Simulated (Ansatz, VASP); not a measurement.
**Re in VASP and in Ansatz**

Contents of INCAR:

```
SYSTEM = Re
PREC     = Accurate       ! precision mode
ENCUT    = 520            ! plane-wave cutoff, eV
EDIFF    = 1E-6           ! SCF threshold, eV
ISMEAR   = 0              ! smearing method
SIGMA    = 0.15           ! smearing width, eV
LREAL    = .FALSE.        ! projectors in reciprocal space
LASPH    = .TRUE.         ! aspherical terms in the spheres
NELM     = 100            ! most SCF steps
ALGO     = Normal         ! electronic algorithm
ISIF     = 2              ! what is computed and relaxed
LWAVE    = .FALSE.        ! write WAVECAR
LCHARG   = .FALSE.        ! write CHGCAR
GGA      = PS             ! functional
NBANDS   = 14             ! bands
```

Contents of KPOINTS:

```
regular mesh
0
G
  21 21 12
  0 0 0
```

The input POSCAR:

```
Re
1.0
    2.8432738522      0.0000000000      0.0000000000
   -1.4216369261      2.4623473859      0.0000000000
    0.0000000000      0.0000000000      4.2316859794
Re
2
Direct
    0.3333333333      0.6666666667      0.2500000000
    0.6666666667      0.3333333333      0.7500000000
```

Input for Ansatz:

```yaml
crystal:
  lattice:
    - [2.8432738522, 0.0, 0.0]
    - [-1.4216369261, 2.4623473859, 0.0]
    - [0.0, 0.0, 4.2316859794]
  atoms:
    - { symbol: Re, position: [0.3333333333, 0.6666666667, 0.25] }
    - { symbol: Re, position: [0.6666666667, 0.3333333333, 0.75] }
basis:
  ecutwfc: 420
kpoints:
  mp_grid: { grid: [21, 21, 12] }
hamiltonian:
  xc: pbesol
scf:
  occupations: { method: gaussian, width: 0.15 }
output:
  forces: true
  stress: true
  eigenvalues: true
```

Alike in both runs: task single point; functional PBEsol; k mesh 21 × 21 × 12; occupations gaussian, width 0.15 eV; no spin polarisation.

|  | VASP | Ansatz |
| --- | --- | --- |
| version | VASP 6.6.1 | Ansatz 0.2.0 |
| potentials or method | VASP PAW PBE potentials, release 64 (Re), cutoff 520 eV | scalar-relativistic, plane waves, PAW |
| valence electrons in the cell | 14 | 30 |

|  | VASP | Ansatz | Ansatz less VASP |
| --- | --- | --- | --- |
| gap on the k mesh at the Fermi level (eV) | none | none | - |
| pressure (GPa) | -4.2 | -4.1 | +0.12 |
| traceless stress, the component that is largest in VASP (GPa) | 20.52 | 20.78 | +0.266 |

VASP's potentials were made for PBE, not for PBEsol. A gap of «none» marks a metal or a gap that the smearing closes. With one functional, cell and mesh, what is left measures potentials, basis and numerics. VASP's potentials hold 14 valence electrons a cell and Ansatz's 30, so a difference there can come from the potentials and not from the codes.

Neither program's run includes spin-orbit coupling.
